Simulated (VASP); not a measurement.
# Al in VASP: further runs, part 2 of 2

VASP 6.6.1.

### Step 3. Single point, PBE+D3(BJ)

Contents of INCAR:

```
SYSTEM = Al
ALGO = Normal
EDIFF = 1E-6
ENCUT = 500
GGA = PE
GGA_COMPAT = .False.
ISIF = 2
ISMEAR = 0
IVDW = 12
LASPH = .True.
LCHARG = .True.
LELF = .True.
LREAL = .False.
LVHAR = .True.
LWAVE = .False.
NBANDS = 22
NELM = 120
PREC = Accurate
SIGMA = 0.15
```

Contents of KPOINTS:

```
k-points
0
Gamma
  16 16 2
  0 0 0
```

Contents of POSCAR:

```
Al
1.0
   -2.8144222649      0.0000000000      0.0000000000
   -1.4072111325     -2.4373611784      0.0000000000
    0.0000000000      0.0000000000     18.4820941423
Al
8
Direct
    1.0000000000      1.0000000000      0.5000000000
    1.0000000000      1.0000000000      0.0000000000
    0.3333333333      0.3333333333      0.1250000000
    0.3333333333      0.3333333333      0.6250000000
    0.0000000000      0.0000000000      0.2500000000
    0.0000000000      0.0000000000      0.7500000000
    0.6666666667      0.6666666667      0.3750000000
    0.6666666667      0.6666666667      0.8750000000
```

Potentials or basis: VASP PAW PBE potentials, release 64 (Al).

Started as:

```sh
$ cat potpaw_PBE.64/Al/POTCAR > POTCAR
$ mpirun -np 1 vasp_std > vasp.out
```

OUTCAR:

```text
SYSTEM = Al
   EDIFF = 1E-6
   ENCUT = 500
   GGA = PE
   ISIF = 2
   ISMEAR = 0
   IVDW = 12
   LASPH = .True.
   LREAL = .False.
   NELM = 120
   PREC = Accurate
 IVDW          = 12

 ion  position               nearest neighbor table
   1  0.000  0.000  0.500-   4 2.82   7 2.82   7 2.82   4 2.82   4 2.82   7 2.82
   2  0.000  0.000  0.000-   3 2.82   8 2.82   8 2.82   3 2.82   3 2.82   8 2.82
   3  0.333  0.333  0.125-   2 2.82   5 2.82   2 2.82   5 2.82   2 2.82   5 2.82
   4  0.333  0.333  0.625-   1 2.82   6 2.82   1 2.82   6 2.82   1 2.82   6 2.82
   5  0.000  0.000  0.250-   3 2.82   7 2.82   7 2.82   3 2.82   3 2.82   7 2.82
   6  0.000  0.000  0.750-   4 2.82   8 2.82   8 2.82   4 2.82   4 2.82   8 2.82
   7  0.667  0.667  0.375-   1 2.82   5 2.82   1 2.82   5 2.82   1 2.82   5 2.82
   8  0.667  0.667  0.875-   2 2.82   6 2.82   2 2.82   6 2.82   2 2.82   6 2.82
[... 7 lines left out ...]
 A1 = (   1.4072111325,   2.4373611784,   0.0000000000)
 A2 = (  -2.8144222649,   0.0000000000,   0.0000000000)
 A3 = (   0.0000000000,   0.0000000000,  18.4820941423)

Analysis of symmetry for initial positions (statically):
=====================================================================
 Subroutine PRICEL returns following result:

  LATTYP: Found a hexagonal cell.
 ALAT       =     2.8144222649
 C/A-ratio  =     3.2834614714

  Lattice vectors:

 A1 = (   1.4072111325,   2.4373611784,   0.0000000000)
 A2 = (  -2.8144222649,   0.0000000000,   0.0000000000)
 A3 = (   0.0000000000,   0.0000000000,   9.2410470711)

   2 primitive cells build up your supercell.

 Routine SETGRP: Setting up the symmetry group for a
 hexagonal supercell.

 Subroutine GETGRP returns: Found 24 space group operations
 (whereof 12 operations were pure point group operations)
 out of a pool of 24 trial point group operations.

The static configuration has the point symmetry D_3d.
 The point group associated with its full space group is D_6h.

Analysis of symmetry for dynamics (positions and initial velocities):
=====================================================================
 Subroutine PRICEL returns following result:

  LATTYP: Found a hexagonal cell.
 ALAT       =     2.8144222649
 C/A-ratio  =     3.2834614714

[... 149 lines left out ...]
   LEPSILON=     F    determine dielectric tensor
   LRPA    =     F    only Hartree local field effects (RPA)
 non-spin polarized calculation
 Gauss-broadening in eV      SIGMA  =   0.15
  energy-cutoff  :      500.00
  volume of cell :      126.78
 maximum number of plane-waves:      3240
 NGX is ok and might be reduce to    24
   NGX = 11   NGY = 11   NGZ = 67

 number of electron      24.0000000 magnetization

 Free energy of the ion-electron system (eV)
  ---------------------------------------------------
  ext. energy  EPLUGINS =         0.00000000
  ---------------------------------------------------
  free energy    TOTEN  =       -29.82360860 eV

  energy without entropy =      -29.79173551  energy(sigma->0) =      -29.80767205

 E-fermi :   8.4223     XC(G=0): -10.3442

 val. band max:        8.3858319864   @ k =   0.5000   0.1250   0.0000
 cond. band min:       8.4249408677   @ k =   0.4375   0.1250   0.0000
 fundamental gap:      0.0391088813
 Fermi energy:         8.4222504549

 k-point     1 :       0.0000    0.0000    0.0000
  band No.  band energies     occupation
      1      -2.9901      2.00000
      2      -2.5574      2.00000
      3      -2.5574      2.00000
      4      -1.2693      2.00000
      5      -1.2657      2.00000
      6       0.8559      2.00000
[... 589 lines left out ...]
     21      11.3689      0.00000
     22      11.9945      0.00000

 [... further k-points ...]

------------------------ aborting loop because EDIFF is reached ----------------------------------------

 Edisp (eV)   -2.80564

 E8    (eV) :    -1.2553

  FORCE on cell =-STRESS in cart. coord.  units (eV):
  Direction    XX          YY          ZZ          XY          YZ          ZX
  --------------------------------------------------------------------------------------
  -------------------------------------------------------------------------------------
  Total      -0.09719    -0.09719     0.21451    -0.00000     0.00000     0.00000
  in kB      -1.22819    -1.22819     2.71081    -0.00000     0.00000     0.00000
  external pressure =        0.08 kB  Pullay stress =        0.00 kB

 VOLUME and BASIS-vectors are now :
 -----------------------------------------------------------------------------
  energy-cutoff  :      500.00
  volume of cell :      126.78
      direct lattice vectors                 reciprocal lattice vectors
    -2.814422265  0.000000000  0.000000000    -0.355312709  0.205139888  0.000000000
    -1.407211133 -2.437361178  0.000000000     0.000000000 -0.410279777  0.000000000
     0.000000000  0.000000000 18.482094142     0.000000000  0.000000000  0.054106423

 POSITION                                       TOTAL-FORCE (eV/Angst)
 -----------------------------------------------------------------------------------
      0.00000      0.00000      9.24105        -0.000000      0.000000     -0.000000
      0.00000      0.00000      0.00000        -0.000000      0.000000     -0.000000
     -1.40721     -0.81245      2.31026         0.000000     -0.000000      0.000000
     -1.40721     -0.81245     11.55131         0.000000     -0.000000      0.000000
      0.00000      0.00000      4.62052        -0.000000      0.000000     -0.000000
      0.00000      0.00000     13.86157        -0.000000      0.000000     -0.000000
     -2.81442     -1.62491      6.93079         0.000000     -0.000000      0.000000
     -2.81442     -1.62491     16.17183        -0.000000      0.000000      0.000000
 -----------------------------------------------------------------------------------
    total drift:                                0.000000      0.000000     -0.000000

  FREE ENERGIE OF THE ION-ELECTRON SYSTEM (eV)
  ---------------------------------------------------
  free  energy   TOTEN  =       -32.6292443664 eV

  energy  without entropy=      -32.5973712744  energy(sigma->0) =      -32.61330782
```

OSZICAR:

```text
N       E                     dE             d eps       ncg     rms          rms(c)
DAV:   1     0.214795764208E+02    0.21480E+02   -0.81588E+03  2640   0.834E+02
DAV:   2    -0.279079205428E+02   -0.49387E+02   -0.46803E+02  3308   0.114E+02
DAV:   3    -0.299898277637E+02   -0.20819E+01   -0.20017E+01  3596   0.184E+01
DAV:   4    -0.300158831730E+02   -0.26055E-01   -0.26023E-01  3242   0.218E+00
DAV:   5    -0.300161718683E+02   -0.28870E-03   -0.28866E-03  3446   0.258E-01    0.385E+00
DAV:   6    -0.299042264133E+02    0.11195E+00   -0.11381E-02  3172   0.542E-01    0.224E+00
DAV:   7    -0.298248976337E+02    0.79329E-01   -0.28239E-02  3118   0.792E-01    0.297E-01
DAV:   8    -0.298236298352E+02    0.12678E-02   -0.68981E-04  3566   0.114E-01    0.484E-02
DAV:   9    -0.298236132418E+02    0.16593E-04   -0.16877E-05  3292   0.176E-02    0.772E-03
DAV:  10    -0.298236119951E+02    0.12467E-05   -0.36319E-07  2302   0.354E-03    0.350E-03
DAV:  11    -0.298236088500E+02    0.31451E-05   -0.63079E-08  1998   0.136E-03    0.130E-03
DAV:  12    -0.298236085990E+02    0.25105E-06   -0.10936E-08  1914   0.596E-04
   1 F= -.32629244E+02 E0= -.32613308E+02  d E =-.318731E-01
```

Wall time 92 s (1 thread of Intel Xeon 6975P-C (Granite Rapids), shared host); peak memory 0.31 GiB.

Results:

- Free energy: -32.6292 eV
- Pressure: 0.0 GPa
- Band gap on the k mesh: zero (bands 12 and 13 overlap by 5.21 eV)
- Dispersion energy per atom: -0.351 eV

Levels at points of the mesh, in eV from the Fermi level:
```
           k point  band 8  band 9  band 10  band 11  band 12  band 13  band 14  band 15  band 16  band 17
(0.00, 0.00, 0.00)   -4.78   -4.50    -0.95    -0.95     3.42     3.43     8.37     8.37    11.07    11.07
(0.50, 0.00, 0.00)   -3.96   -3.35    -3.29    -1.89    -1.89    -1.22    -1.22     0.82     1.25     1.35
(0.00, 0.00, 0.50)   -6.20   -2.88    -2.88     1.15     1.15     5.85     5.85    10.88    10.88    11.16
(0.50, 0.00, 0.50)   -4.41   -2.72    -2.72    -2.66    -2.66    -0.26    -0.26    -0.17    -0.17     2.95
```
